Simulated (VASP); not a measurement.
# Os (P6_3/mmc) in VASP: further runs

Os is run at these levels: r2SCAN; tasks: single point.

Program: VASP 6.6.1. These are calculated values, not measurements. Logs are shortened: lines on timing, memory, paths and dates and some standing lists are left out, and cuts for length are marked.

## Step 1: The cell of the first run

Symmetry: P6_3/mmc, No. 194, hexagonal system. The conventional cell has a = 2.739 Å, b = 2.739 Å, c = 4.314 Å, α = 90.00°, β = 90.00°, γ = 120.00°. Os (site symmetry -6m2) has 12 Os at 2.67 to 2.74 Å within 3.5 Å.

## Step 2: Single point, r2SCAN

POSCAR reads:

```
Os
1.0
    2.7393806551      0.0000000000      0.0000000000
   -1.3696903275      2.3723732379      0.0000000000
    0.0000000000      0.0000000000      4.3138178725
Os
2
Direct
    0.3333333333      0.6666666667      0.2500000000
    0.6666666667      0.3333333333      0.7500000000
```

INCAR.step1 reads:

```
SYSTEM = Os
PREC     = Accurate       ! precision mode
ENCUT    = 520            ! plane-wave cutoff, eV
ISMEAR   = 1              ! smearing method
SIGMA    = 0.6            ! smearing width, eV
LREAL    = .False.        ! projectors in reciprocal space
LASPH    = .True.         ! aspherical terms in the spheres
NELM     = 80             ! most SCF steps
NBANDS   = 15             ! bands
GGA      = PE             ! functional
ALGO     = Normal         ! electronic algorithm
EDIFF    = 1E-4           ! SCF threshold, eV
LWAVE    = .True.         ! write WAVECAR
LCHARG   = .False.        ! write CHGCAR
```

INCAR.step2 reads:

```
SYSTEM = Os
PREC     = Accurate       ! precision mode
ENCUT    = 520            ! plane-wave cutoff, eV
EDIFF    = 1E-7           ! SCF threshold, eV
ISMEAR   = 1              ! smearing method
SIGMA    = 0.6            ! smearing width, eV
LREAL    = .False.        ! projectors in reciprocal space
LASPH    = .True.         ! aspherical terms in the spheres
NELM     = 80             ! most SCF steps
ALGO     = Normal         ! electronic algorithm
ISIF     = 2              ! what is computed and relaxed
LWAVE    = .False.        ! write WAVECAR
LCHARG   = .False.        ! write CHGCAR
METAGGA  = R2SCAN         ! meta-GGA
LMIXTAU  = .True.       
NBANDS   = 15             ! bands
ISTART   = 1
```

KPOINTS reads:

```
regular mesh
0
Gamma
  13 13 7
  0 0 0
```

Potentials or basis: VASP PAW PBE potentials, release 64 (Os).

On the command line:

```console
$ cat potpaw_PBE.64/Os/POTCAR > POTCAR
$ cp INCAR.step1 INCAR
$ mpirun -np 1 vasp_std > vasp.out
$ cp INCAR.step2 INCAR
$ mpirun -np 1 vasp_std > vasp.out
```

OUTCAR:

```text
SYSTEM = Os
   PREC = Accurate
   ENCUT = 520
   EDIFF = 1E-7
   ISMEAR = 1
   LREAL = .False.
   LASPH = .True.
   NELM = 80
   ISIF = 2
   METAGGA = R2SCAN
   ISTART = 1

 ion  position               nearest neighbor table
   1  0.333  0.667  0.250-   2 2.67   2 2.67   2 2.67   2 2.67   2 2.67   2 2.67
   2  0.667  0.333  0.750-   1 2.67   1 2.67   1 2.67   1 2.67   1 2.67   1 2.67

  LATTYP: Found a hexagonal cell.
 ALAT       =     2.7393806551
 C/A-ratio  =     1.5747420368

  Lattice vectors:

 A1 = (   2.7393806551,   0.0000000000,   0.0000000000)
 A2 = (  -1.3696903275,   2.3723732379,   0.0000000000)
 A3 = (   0.0000000000,   0.0000000000,   4.3138178725)

Analysis of symmetry for initial positions (statically):
=====================================================================
 Subroutine PRICEL returns:
 Original cell was already a primitive cell.

 Routine SETGRP: Setting up the symmetry group for a
 hexagonal supercell.

 Subroutine GETGRP returns: Found 24 space group operations
 (whereof 12 operations were pure point group operations)
 out of a pool of 24 trial point group operations.

The static configuration has the point symmetry D_3d.
 The point group associated with its full space group is D_6h.

Analysis of symmetry for dynamics (positions and initial velocities):
=====================================================================
 Subroutine PRICEL returns:
 Original cell was already a primitive cell.

 Routine SETGRP: Setting up the symmetry group for a
 hexagonal supercell.

 Subroutine GETGRP returns: Found 24 space group operations
 (whereof 12 operations were pure point group operations)
 out of a pool of 24 trial point group operations.

The dynamic configuration has the point symmetry D_3d.
 The point group associated with its full space group is D_6h.

 Subroutine INISYM returns: Found 24 space group operations
 (whereof 12 operations are pure point group operations),
 and found     1 'primitive' translations

----------------------------------------------------------------------------------------

                                     Primitive cell

  volume of cell :      28.0348

  direct lattice vectors                    reciprocal lattice vectors
     2.739380655  0.000000000  0.000000000     0.365046018  0.210759417  0.000000000
    -1.369690328  2.372373238  0.000000000     0.000000000  0.421518834  0.000000000
     0.000000000  0.000000000  4.313817872     0.000000000  0.000000000  0.231813217

  length of vectors
     2.739380655  2.739380655  4.313817872     0.421518834  0.421518834  0.231813217

  position of ions in fractional coordinates (direct lattice)
     0.333333333  0.666666667  0.250000000
     0.666666667  0.333333333  0.750000000

  ion indices of the primitive-cell ions
   primitive index   ion index
                 1           1
                 2           2

----------------------------------------------------------------------------------------

 KPOINTS: regular mesh

Automatic generation of k-mesh.
 Grid dimensions read from file:
 generate k-points for:   13   13    7

 Generating k-lattice:

  Cartesian coordinates                     Fractional coordinates (reciprocal lattice)
     0.028080463  0.016212263  0.000000000     0.076923077 -0.000000000  0.000000000
     0.000000000  0.032424526  0.000000000     0.000000000  0.076923077  0.000000000
     0.000000000  0.000000000  0.033116174     0.000000000  0.000000000  0.142857143

  Length of vectors
     0.032424526  0.032424526  0.033116174

  Shift w.r.t. Gamma in fractional coordinates (k-lattice)
     0.000000000  0.000000000  0.000000000

 Subroutine IBZKPT returns following result:
 ===========================================

 Found     84 irreducible k-points:

 Following reciprocal coordinates:
            Coordinates               Weight
  0.000000  0.000000  0.000000      1.000000
  0.076923 -0.000000  0.000000      6.000000
  0.153846  0.000000  0.000000      6.000000
  0.230769  0.000000  0.000000      6.000000
  0.307692  0.000000  0.000000      6.000000
  0.384615 -0.000000  0.000000      6.000000
[... 16 lines left out ...]
  0.076923 -0.000000  0.142857     12.000000
  0.153846  0.000000  0.142857     12.000000
 [... further k-points ...]
   k-points           NKPTS =     84   k-points in BZ     NKDIM =     84   number of bands    NBANDS=     15
   number of dos      NEDOS =    301   number of ions     NIONS =      2
   total plane-waves  NPLWV =  12800
   dimension x,y,z NGX =    20 NGY =   20 NGZ =   32
   dimension x,y,z NGXF=    40 NGYF=   40 NGZF=   64
   ions per type =               2
   NGX,Y,Z   is equivalent  to a cutoff of  12.14, 12.14, 12.33 a.u.
   NGXF,Y,Z  is equivalent  to a cutoff of  24.27, 24.27, 24.66 a.u.
 SYSTEM =  Os
   PREC   = accura    normal or accurate (medium, high low for compatibility)
   ISTART =      1    job   : 0-new  1-cont  2-samecut
   ICHARG =      0    charge: 1-file 2-atom 10-const
   ISPIN  =      1    spin polarized calculation?
   LNONCOLLINEAR =      F non collinear calculations
   LSORBIT =      F    spin-orbit coupling
   LASPH  =      T    aspherical Exc in radial PAW
   ENCUT  =  520.0 eV  38.22 Ry    6.18 a.u.   5.09  5.09  8.02*2*pi/ulx,y,z
   NELM   =     80;   NELMIN=  2; NELMDL=  0     # of ELM steps
   EDIFF  = 0.1E-06   stopping-criterion for ELM
   LREAL  =      F    real-space projection
   EDIFFG = 0.1E-05   stopping-criterion for IOM
   NSW    =      0    number of steps for IOM
   IBRION =     -1    ionic relax: 0-MD 1-quasi-New 2-CG
   NFREE  =      0    steps in history (QN), initial steepest desc. (CG)
   ISIF   =      2    stress and relaxation
   ISYM   =      2    0-nonsym 1-usesym 2-fastsym
   POTIM  = 0.5000    time-step for ionic-motion
   TEBEG  =    0.0;   TEEND  =   0.0 temperature during run
   PSTRESS=    0.0 pullay stress
   NELECT =      16.0000    total number of electrons
   NUPDOWN=      -1.0000    fix difference up-down
   EMIN   =  10.00;   EMAX   =-10.00  energy-range for DOS
   EFERMI =   0.00;   METHOD = LEGACY
   ISMEAR =     1;   SIGMA  =   0.60  broadening in eV -4-tet -1-fermi 0-gaus
   EFERMI_NEDOS =   21; number of points for ismear=-14 and -15
   IALGO  =     38    algorithm
   IMIX   =      4    mixing-type and parameters
     AMIX     =   0.40;   BMIX     =  1.00
     AMIX_MAG =   1.60;   BMIX_MAG =  1.00
  volume/ion in A,a.u.               =      14.02        94.59
  Fermi-wavevector in a.u.,A,eV,Ry     =   1.357946  2.566145 25.089370  1.844017
  Thomas-Fermi vector in A             =   2.484821
   LORBIT       =      0    0 simple, 1 ext, 2 COOP (PROOUT), +10 PAW based schemes
   METAGGA = R2SCAN    functional components
   LHFCALC =     F    Hartree Fock is set to
   AEXX    =    0.0000 exact exchange contribution
   IVDW    =     0    specifies the selected vdW correction
   LEPSILON=     F    determine dielectric tensor
   LRPA    =     F    only Hartree local field effects (RPA)
 non-spin polarized calculation
 Methfessel and Paxton  Order N= 1 SIGMA  =   0.60
  energy-cutoff  :      520.00
  volume of cell :       28.03
 maximum number of plane-waves:       769
   NGX = 11   NGY = 11   NGZ = 17

 number of electron      15.9999999 magnetization

 Free energy of the ion-electron system (eV)
  ---------------------------------------------------
  ext. energy  EPLUGINS =         0.00000000
  ---------------------------------------------------
  free energy    TOTEN  =      -106.00425270 eV

  energy without entropy =     -106.01017982  energy(sigma->0) =     -106.00622840

 E-fermi :   9.2787     XC(G=0): -15.3772

 val. band max:        9.2779667431   @ k =   0.0000   0.0000   0.0000
 cond. band min:       9.2804207203   @ k =   0.3077   0.3077   0.2857
 fundamental gap:      0.0024539772
 Fermi energy:         9.2786979118

 k-point     1 :       0.0000    0.0000    0.0000
  band No.  band energies     occupation
      1      -2.1837      2.00000
      2       1.1176      2.00000
      3       6.0624      2.00000
      4       6.0624      2.00000
      5       6.3704      2.00000
      6       6.9365      2.00000
      7       6.9365      2.00000
      8       7.5620      2.00040
      9       7.5620      2.00040
     10       9.2780      1.00206
     11      10.9727     -0.00048
     12      10.9727     -0.00048
     13      18.8150     -0.00000
     14      23.9979      0.00000
     15      26.8567      0.00000

 k-point     2 :       0.0769   -0.0000    0.0000
  band No.  band energies     occupation
      1      -1.9346      2.00000
      2       1.3363      2.00000
      3       5.6010      2.00000
      4       6.2808      2.00000
      5       6.7325      2.00000
      6       6.8264      2.00000
      7       7.1398      2.00001
      8       7.2391      2.00002
      9       7.3889      2.00008
     10       8.3246      2.04704
     11      11.0922     -0.00016
     12      12.3188     -0.00000
     13      18.7942     -0.00000
     14      24.5028      0.00000
     15      27.1730      0.00000

 k-point     3 :       0.1538    0.0000    0.0000
  band No.  band energies     occupation
      1      -1.2280      2.00000
      2       1.8985      2.00000
      3       4.9860      2.00000
      4       6.0684      2.00000
      5       6.4067      2.00000
      6       6.9194      2.00000
      7       6.9702      2.00000
      8       7.3993      2.00009
      9       7.6649      2.00095
     10       7.7305      2.00161
     11      11.3600     -0.00001
     12      14.3848     -0.00000
     13      18.6759     -0.00000
     14      25.6242      0.00000
     15      27.7298      0.00000
[... 343 lines left out ...]
 k-point    23 :       0.0769   -0.0000    0.1429
  band No.  band energies     occupation
      1      -1.6748      2.00000
      2       1.3779      2.00000
      3       5.5665      2.00000
      4       6.0846      2.00000
      5       6.3426      2.00000
      6       6.4584      2.00000
      7       6.9511      2.00000
      8       7.7076      2.00134
      9       7.8437      2.00371
     10       8.0919      2.01715
     11      11.0964     -0.00016
     12      11.9145     -0.00000
     13      19.9991     -0.00000
     14      24.0280      0.00000
     15      27.4275      0.00000

 k-point    24 :       0.1538    0.0000    0.1429
  band No.  band energies     occupation
      1      -0.9886      2.00000
      2       1.9650      2.00000
      3       5.0199      2.00000
      4       5.5459      2.00000
      5       6.2459      2.00000
      6       6.4877      2.00000
      7       7.2352      2.00002
      8       7.4124      2.00010
      9       7.7950      2.00261
     10       8.1294      2.02081
     11      11.3099     -0.00002
     12      13.5302     -0.00000
     13      19.9828     -0.00000
     14      25.2489      0.00000
     15      27.4438      0.00000

 [... further k-points ...]
[... 5 lines left out ...]
  --------------------------------------------------------------------------------------
  -------------------------------------------------------------------------------------
  Total        0.1402266      0.1402266      0.1637649      0.0000000     -0.0000000      0.0000000
  in kB        8.0138954      8.0138954      9.3591037      0.0000000     -0.0000000      0.0000000
  external PRESSURE =       8.4622982 kB  Pullay stress =       0.0000000 kB

 VOLUME and BASIS-vectors are now :
 -----------------------------------------------------------------------------
  energy-cutoff  :      520.00
  volume of cell :       28.03
      direct lattice vectors                 reciprocal lattice vectors
     2.739380655  0.000000000  0.000000000     0.365046018  0.210759417  0.000000000
    -1.369690328  2.372373238  0.000000000     0.000000000  0.421518834  0.000000000
     0.000000000  0.000000000  4.313817872     0.000000000  0.000000000  0.231813217

 POSITION                                       TOTAL-FORCE (eV/Angst)
 -----------------------------------------------------------------------------------
     -0.00000      1.58158      1.07845        -0.000000      0.000000      0.000000
      1.36969      0.79079      3.23536         0.000000      0.000000      0.000000
 -----------------------------------------------------------------------------------
    total drift:                                0.000000     -0.000000     -0.000000

  FREE ENERGIE OF THE ION-ELECTRON SYSTEM (eV)
  ---------------------------------------------------
  free  energy   TOTEN  =      -106.0042526951 eV

  energy  without entropy=     -106.0101798247  energy(sigma->0) =     -106.00622840
```

Wall time 86 s (1 thread of Intel Xeon 6975P-C, shared host); peak memory 0.16 GiB.

What came out:

```
Free energy            : -106.0043 eV
Pressure               : 0.8 GPa
Band gap on the k mesh : zero (band 8 reaches 11.36 eV, above the bottom of band 9 at 7.39 eV)
```

Levels at points of the mesh, in eV from the Fermi level:
```csv
k point,band 5,band 6,band 7,band 8,band 9,band 10,band 11,band 12
"(0.00, 0.00, 0.00)",-2.91,-2.34,-2.34,-1.72,-1.72,0.00,1.69,1.69
```

Caveat: the PAW data sets were made with another functional, which shifts forces and pressure a little; spin-orbit coupling is left out, which moves the levels of the heavy elements.

## Step 3: Single point, r2SCAN

POSCAR is that of step 2.

INCAR.step1 reads:

```
  PREC = Accurate
  ENCUT = 520
  ISMEAR = 1
  SIGMA = 1.0
  LREAL = F
  LASPH = T
  NELM = 100
  NBANDS = 15
  GGA = PE
  ALGO = Normal
  EDIFF = 1E-4
  LWAVE = T
  LCHARG = F
```

INCAR.step2 reads:

```
  PREC = Accurate
  ENCUT = 520
  EDIFF = 1E-7
  ISMEAR = 1
  SIGMA = 1.0
  LREAL = F
  LASPH = T
  NELM = 100
  ALGO = Normal
  ISIF = 2
  LWAVE = F
  LCHARG = T
  METAGGA = R2SCAN
  LMIXTAU = T
  LELF = T
  LVHAR = T
  NBANDS = 15
  ISTART = 1
```

KPOINTS reads:

```
regular mesh
0
Gamma
  13 13 7
```

Potentials or basis: VASP PAW PBE potentials, release 64 (Os).

On the command line:

```console
$ cat potpaw_PBE.64/Os/POTCAR > POTCAR
$ cp INCAR.step1 INCAR
$ mpirun -np 1 vasp_std > vasp.out
$ cp INCAR.step2 INCAR
$ mpirun -np 1 vasp_std > vasp.out
```

Wall time 84 s (1 thread of Intel Xeon 6975P-C, shared host); peak memory 0.16 GiB.

It converged, with:

```yaml
Free_energy: -105.9895 eV
Pressure: 0.4 GPa
Band_gap_on_the_k_mesh: zero (band 8 reaches 11.36 eV, above the bottom of band 9 at 7.39 eV)
```

Stress tensor (GPa, compression positive):
```
0.16 0.00 0.00
0.00 0.16 0.00
0.00 0.00 0.81
```

Levels at points of the mesh, in eV from the Fermi level:
```tsv
k point	band 5	band 6	band 7	band 8	band 9	band 10	band 11	band 12
(0.00, 0.00, 0.00)	-2.90	-2.33	-2.33	-1.70	-1.70	0.01	1.71	1.71
```

Caveat: the PAW data sets were made with another functional, which shifts forces and pressure a little; spin-orbit coupling is left out, which moves the levels of the heavy elements.

(Continued in part 2 of 2.)
